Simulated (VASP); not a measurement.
# Ca (Cmce) in VASP: further runs

The runs below take Ca through single point, with r2SCAN.

Everything below comes from runs of VASP 6.6.1. Logs are shortened: lines on timing, memory, paths and dates and some standing lists are left out, and cuts for length are marked.

## Step 1: The cell of the first run

Symmetry: Cmce, No. 64, orthorhombic system. Conventional cell: a = 6.926 Å, b = 7.339 Å, c = 7.009 Å, α = 90.00°, β = 90.00°, γ = 90.00°. Within 4.7 Å of Ca (site symmetry m) lie 9 Ca at 3.54 to 4.61 Å.

## Step 2: Single point, r2SCAN

Input file POSCAR:

```
Ca
1.0
    3.4629657000     -3.6694915100      0.0000000000
    3.4629657000      3.6694915100      0.0000000000
    0.0000000000      0.0000000000      7.0091196500
Ca
4
Direct
    0.6617894600      0.3382105400      0.3034858900
    0.3382105400      0.6617894600      0.6965141100
    0.8382105400      0.1617894600      0.8034858900
    0.1617894600      0.8382105400      0.1965141100
```

Input file INCAR.step1:

```
ALGO = Normal
EDIFF = 1E-4
ENCUT = 520
GGA = PE
ISMEAR = 0
LASPH = True
LCHARG = False
LREAL = False
LWAVE = True
NBANDS = 28
NELM = 100
PREC = Accurate
SIGMA = 0.05
```

Input file INCAR.step2:

```
ALGO = Normal
EDIFF = 1E-6
ENCUT = 520
ISIF = 2
ISMEAR = 0
ISTART = 1
LASPH = True
LCHARG = False
LMIXTAU = True
LREAL = False
LWAVE = False
METAGGA = R2SCAN
NBANDS = 28
NELM = 100
PREC = Accurate
SIGMA = 0.05
```

Input file KPOINTS:

```
k-points
0
Gamma
  5 5 3
```

Potentials or basis: VASP PAW PBE potentials, release 64 (Ca_sv).

Started as:

```console
$ cat potpaw_PBE.64/Ca_sv/POTCAR > POTCAR
$ cp INCAR.step1 INCAR
$ mpirun -np 1 vasp_std > vasp.out
$ cp INCAR.step2 INCAR
$ mpirun -np 1 vasp_std > vasp.out
```

OUTCAR:

```text
EDIFF = 1E-6
   ENCUT = 520
   ISIF = 2
   ISMEAR = 0
   ISTART = 1
   LASPH = True
   LREAL = False
   METAGGA = R2SCAN
   NELM = 100
   PREC = Accurate

 ion  position               nearest neighbor table
   1  0.662  0.338  0.303-
   2  0.338  0.662  0.697-
   3  0.838  0.162  0.803-
   4  0.162  0.838  0.197-

  LATTYP: Found a base centered orthorhombic cell.
 ALAT       =     6.9259314000
 B/A-ratio  =     1.0596384221
 C/A-ratio  =     1.0120111282

  Lattice vectors:

 A1 = (   3.4629657000,  -3.6694915100,   0.0000000000)
 A2 = (   3.4629657000,   3.6694915100,   0.0000000000)
 A3 = (   0.0000000000,   0.0000000000,   7.0091196500)

Analysis of symmetry for initial positions (statically):
=====================================================================
 Subroutine PRICEL returns:
 Original cell was already a primitive cell.

 Routine SETGRP: Setting up the symmetry group for a
 base centered orthorhombic supercell.

 Subroutine GETGRP returns: Found  8 space group operations
 (whereof  4 operations were pure point group operations)
 out of a pool of  8 trial point group operations.

The static configuration has the point symmetry C_2h.
 The point group associated with its full space group is D_2h.

Analysis of symmetry for dynamics (positions and initial velocities):
=====================================================================
 Subroutine PRICEL returns:
 Original cell was already a primitive cell.

 Routine SETGRP: Setting up the symmetry group for a
 base centered orthorhombic supercell.

 Subroutine GETGRP returns: Found  8 space group operations
 (whereof  4 operations were pure point group operations)
 out of a pool of  8 trial point group operations.

The dynamic configuration has the point symmetry C_2h.
 The point group associated with its full space group is D_2h.

 Subroutine INISYM returns: Found  8 space group operations
 (whereof  4 operations are pure point group operations),
 and found     1 'primitive' translations

----------------------------------------------------------------------------------------

                                     Primitive cell

  volume of cell :     178.1343

  direct lattice vectors                    reciprocal lattice vectors
     3.462965700 -3.669491510  0.000000000     0.144384913 -0.136258661  0.000000000
     3.462965700  3.669491510  0.000000000     0.144384913  0.136258661  0.000000000
     0.000000000  0.000000000  7.009119650     0.000000000  0.000000000  0.142671270

  length of vectors
     5.045522706  5.045522706  7.009119650     0.198528148  0.198528148  0.142671270

  position of ions in fractional coordinates (direct lattice)
     0.661789460  0.338210540  0.303485890
     0.338210540  0.661789460  0.696514110
     0.838210540  0.161789460  0.803485890
     0.161789460  0.838210540  0.196514110

  ion indices of the primitive-cell ions
   primitive index   ion index
                 1           1
                 2           2
                 3           3
                 4           4

----------------------------------------------------------------------------------------

 KPOINTS: k-points

Automatic generation of k-mesh.
 Grid dimensions read from file:
 generate k-points for:    5    5    3

 Generating k-lattice:

  Cartesian coordinates                     Fractional coordinates (reciprocal lattice)
     0.028876983 -0.027251732  0.000000000     0.200000000  0.000000000  0.000000000
     0.028876983  0.027251732  0.000000000     0.000000000  0.200000000  0.000000000
     0.000000000  0.000000000  0.047557090     0.000000000  0.000000000  0.333333333

  Length of vectors
     0.039705630  0.039705630  0.047557090

  Shift w.r.t. Gamma in fractional coordinates (k-lattice)
     0.000000000  0.000000000  0.000000000

 Subroutine IBZKPT returns following result:
 ===========================================

 Found     18 irreducible k-points:

 Following reciprocal coordinates:
            Coordinates               Weight
  0.000000  0.000000  0.000000      1.000000
  0.200000  0.000000  0.000000      4.000000
  0.400000  0.000000  0.000000      4.000000
  0.200000  0.200000  0.000000      2.000000
  0.400000  0.200000  0.000000      4.000000
 -0.400000  0.200000  0.000000      4.000000
[... 10 lines left out ...]
  0.400000  0.400000  0.333333      4.000000
 -0.400000  0.400000  0.333333      4.000000
   k-points           NKPTS =     18   k-points in BZ     NKDIM =     18   number of bands    NBANDS=     28
   number of dos      NEDOS =    301   number of ions     NIONS =      4
   total plane-waves  NPLWV =  86400
   dimension x,y,z NGX =    40 NGY =   40 NGZ =   54
   dimension x,y,z NGXF=    80 NGYF=   80 NGZF=  108
   ions per type =               4
   NGX,Y,Z   is equivalent  to a cutoff of  13.18, 13.18, 12.81 a.u.
   NGXF,Y,Z  is equivalent  to a cutoff of  26.36, 26.36, 25.62 a.u.
 SYSTEM =  unknown system
   PREC   = accura    normal or accurate (medium, high low for compatibility)
   ISTART =      1    job   : 0-new  1-cont  2-samecut
   ICHARG =      0    charge: 1-file 2-atom 10-const
   ISPIN  =      1    spin polarized calculation?
   LNONCOLLINEAR =      F non collinear calculations
   LSORBIT =      F    spin-orbit coupling
   LASPH  =      T    aspherical Exc in radial PAW
   ENCUT  =  520.0 eV  38.22 Ry    6.18 a.u.   9.38  9.38 13.03*2*pi/ulx,y,z
   NELM   =    100;   NELMIN=  2; NELMDL=  0     # of ELM steps
   EDIFF  = 0.1E-05   stopping-criterion for ELM
   LREAL  =      F    real-space projection
   EDIFFG = 0.1E-04   stopping-criterion for IOM
   NSW    =      0    number of steps for IOM
   IBRION =     -1    ionic relax: 0-MD 1-quasi-New 2-CG
   NFREE  =      0    steps in history (QN), initial steepest desc. (CG)
   ISIF   =      2    stress and relaxation
   ISYM   =      2    0-nonsym 1-usesym 2-fastsym
   POTIM  = 0.5000    time-step for ionic-motion
   TEBEG  =    0.0;   TEEND  =   0.0 temperature during run
   PSTRESS=    0.0 pullay stress
   NELECT =      40.0000    total number of electrons
   NUPDOWN=      -1.0000    fix difference up-down
   EMIN   =  10.00;   EMAX   =-10.00  energy-range for DOS
   EFERMI =   0.00;   METHOD = LEGACY
   ISMEAR =     0;   SIGMA  =   0.05  broadening in eV -4-tet -1-fermi 0-gaus
   EFERMI_NEDOS =   21; number of points for ismear=-14 and -15
   IALGO  =     38    algorithm
   IMIX   =      4    mixing-type and parameters
     AMIX     =   0.40;   BMIX     =  1.00
     AMIX_MAG =   1.60;   BMIX_MAG =  1.00
  volume/ion in A,a.u.               =      44.53       300.53
  Fermi-wavevector in a.u.,A,eV,Ry     =   0.995052  1.880375 13.471508  0.990128
  Thomas-Fermi vector in A             =   2.127045
   LORBIT       =      0    0 simple, 1 ext, 2 COOP (PROOUT), +10 PAW based schemes
   METAGGA = R2SCAN    functional components
   LHFCALC =     F    Hartree Fock is set to
   AEXX    =    0.0000 exact exchange contribution
   IVDW    =     0    specifies the selected vdW correction
   LEPSILON=     F    determine dielectric tensor
   LRPA    =     F    only Hartree local field effects (RPA)
 non-spin polarized calculation
 Gauss-broadening in eV      SIGMA  =   0.05
  energy-cutoff  :      520.00
  volume of cell :      178.13
 maximum number of plane-waves:      4826
 NGX is ok and might be reduce to    40
   NGX = 19   NGY = 19   NGZ = 27

 number of electron      39.9999993 magnetization

 Free energy of the ion-electron system (eV)
  ---------------------------------------------------
  ext. energy  EPLUGINS =         0.00000000
  ---------------------------------------------------
  free energy    TOTEN  =       -27.01652645 eV

  energy without entropy =      -27.00899798  energy(sigma->0) =      -27.01276222

 E-fermi :   1.7559     XC(G=0):  -8.0168

 val. band max:        1.7307074031   @ k =  -0.4000   0.4000   0.3333
 cond. band min:       1.7703510792   @ k =  -0.4000   0.4000   0.0000
 fundamental gap:      0.0396436761
 Fermi energy:         1.7558717669

 k-point     1 :       0.0000    0.0000    0.0000
  band No.  band energies     occupation
      1     -42.2775      2.00000
      2     -42.2625      2.00000
      3     -42.2469      2.00000
      4     -42.2450      2.00000
      5     -22.4622      2.00000
      6     -22.4580      2.00000
[... 20 lines left out ...]
     27       3.7416      0.00000
     28       4.0454      0.00000

 k-point     2 :       0.2000    0.0000    0.0000
  band No.  band energies     occupation
      1     -42.2747      2.00000
      2     -42.2605      2.00000
      3     -42.2506      2.00000
      4     -42.2458      2.00000
      5     -22.4638      2.00000
      6     -22.4444      2.00000
[... 20 lines left out ...]
     27       3.8757      0.00000
     28       3.9814      0.00000

 k-point     3 :       0.4000    0.0000    0.0000
  band No.  band energies     occupation
      1     -42.2676      2.00000
      2     -42.2585      2.00000
      3     -42.2556      2.00000
      4     -42.2499      2.00000
      5     -22.4536      2.00000
      6     -22.4306      2.00000
[... 20 lines left out ...]
     27       4.0177      0.00000
     28       4.0389      0.00000

 k-point     4 :       0.2000    0.2000    0.0000
  band No.  band energies     occupation
      1     -42.2718      2.00000
      2     -42.2571      2.00000
      3     -42.2525      2.00000
      4     -42.2502      2.00000
      5     -22.4650      2.00000
      6     -22.4075      2.00000
[... 392 lines left out ...]
     27       3.5232      0.00000
     28       4.3008      0.00000

 k-point    17 :       0.4000    0.4000    0.3333
  band No.  band energies     occupation
      1     -42.2624      2.00000
      2     -42.2601      2.00000
      3     -42.2573      2.00000
      4     -42.2512      2.00000
      5     -22.4606      2.00000
      6     -22.4586      2.00000
[... 20 lines left out ...]
     27       3.7081      0.00000
     28       4.0903      0.00000

 k-point    18 :      -0.4000    0.4000    0.3333
  band No.  band energies     occupation
      1     -42.2643      2.00000
      2     -42.2619      2.00000
      3     -42.2556      2.00000
      4     -42.2494      2.00000
      5     -22.4741      2.00000
      6     -22.4605      2.00000
[... 20 lines left out ...]
     27       3.8183      0.00000
     28       3.9266      0.00000

------------------------ aborting loop because EDIFF is reached ----------------------------------------

  FORCE on cell =-STRESS in cart. coord.  units (eV):
  Direction    XX          YY          ZZ          XY          YZ          ZX
  --------------------------------------------------------------------------------------
  -------------------------------------------------------------------------------------
  Total       -0.3859689     -0.1898227      0.3203555      0.0000000      0.0000000      0.0000000
  in kB       -3.4714855     -1.7073052      2.8813451      0.0000000      0.0000000      0.0000000
  external PRESSURE =      -0.7658152 kB  Pullay stress =       0.0000000 kB

 VOLUME and BASIS-vectors are now :
 -----------------------------------------------------------------------------
  energy-cutoff  :      520.00
  volume of cell :      178.13
      direct lattice vectors                 reciprocal lattice vectors
     3.462965700 -3.669491510  0.000000000     0.144384913 -0.136258661  0.000000000
     3.462965700  3.669491510  0.000000000     0.144384913  0.136258661  0.000000000
     0.000000000  0.000000000  7.009119650     0.000000000  0.000000000  0.142671270

 POSITION                                       TOTAL-FORCE (eV/Angst)
 -----------------------------------------------------------------------------------
      3.46297     -1.18737      2.12717         0.000000     -0.023038      0.001381
      3.46297      1.18737      4.88195         0.000000      0.023038     -0.001381
      3.46297     -2.48212      5.63173         0.000000      0.023038      0.001381
      3.46297      2.48212      1.37739         0.000000     -0.023038     -0.001381
 -----------------------------------------------------------------------------------
    total drift:                               -0.000000     -0.000000     -0.000000

  FREE ENERGIE OF THE ION-ELECTRON SYSTEM (eV)
  ---------------------------------------------------
  free  energy   TOTEN  =       -27.0165264466 eV

  energy  without entropy=      -27.0089979834  energy(sigma->0) =      -27.01276222
```

It took 4.2 min on 1 thread of AMD EPYC 7R13 (Zen 3), shared host; peak memory 0.3 GiB.

Results:

```yaml
Free_energy: -27.0165 eV
Pressure: -0.1 GPa
Largest_force: 0.023 eV/Å
Band_gap_on_the_k_mesh: zero (band 20 reaches 1.90 eV, above the bottom of band 21 at 1.42 eV)
```

Forces in eV/Å, atoms in the order of the input:
```
Ca   0.000 -0.023  0.001
Ca   0.000  0.023 -0.001
Ca   0.000  0.023  0.001
Ca   0.000 -0.023 -0.001
```

Caveat: the PAW data sets were made with another functional, which shifts forces and pressure a little.

## Step 3: Single point, r2SCAN

POSCAR is that of step 2.

Input file INCAR.step1:

```
SYSTEM = Ca
PREC = Accurate
ENCUT = 520
ISMEAR = 0
SIGMA = 0.05
LREAL = .FALSE.
LASPH = .TRUE.
NELM = 60
NBANDS = 28
GGA = PE
ALGO = Normal
EDIFF = 1E-4
LWAVE = .TRUE.
LCHARG = .FALSE.
```

Input file INCAR.step2:

```
SYSTEM = Ca
PREC = Accurate
ENCUT = 520
EDIFF = 1E-7
ISMEAR = 0
SIGMA = 0.05
LREAL = .FALSE.
LASPH = .TRUE.
NELM = 60
ALGO = Normal
ISIF = 2
LWAVE = .FALSE.
LCHARG = .FALSE.
METAGGA = R2SCAN
LMIXTAU = .TRUE.
NBANDS = 28
ISTART = 1
```

Input file KPOINTS:

```
Automatic mesh
0
G
  5 5 3
  0 0 0
```

Potentials or basis: VASP PAW PBE potentials, release 64 (Ca_sv).

Started as:

```console
$ cat potpaw_PBE.64/Ca_sv/POTCAR > POTCAR
$ cp INCAR.step1 INCAR
$ mpirun -np 1 vasp_std > vasp.out
$ cp INCAR.step2 INCAR
$ mpirun -np 1 vasp_std > vasp.out
```

Run time: 4.4 min. Hardware: 1 thread of AMD EPYC 7R13 (Zen 3), shared host; peak memory 0.31 GiB.

Results (log left out):

```
Free energy            : -27.0165 eV
Pressure               : -0.1 GPa
Largest force          : 0.023 eV/Å
Band gap on the k mesh : zero (band 20 reaches 1.90 eV, above the bottom of band 21 at 1.42 eV)
```

Forces on the atoms (eV/Å):
```
Ca   0.000 -0.023  0.001
Ca   0.000  0.023 -0.001
Ca   0.000  0.023  0.001
Ca   0.000 -0.023 -0.001
```

Stress tensor (GPa, compression positive):
```
-0.35  0.00  0.00
 0.00 -0.17  0.00
 0.00  0.00  0.29
```

Levels at points of the mesh, in eV from the Fermi level:
```
           k point  band 16  band 17  band 18  band 19  band 20  band 21  band 22  band 23  band 24  band 25
(0.00, 0.00, 0.00)   -24.04    -4.11    -1.15    -0.74    -0.08     0.39     1.14     1.22     1.37     1.62
```

Caveat: the PAW data sets were made with another functional, which shifts forces and pressure a little.
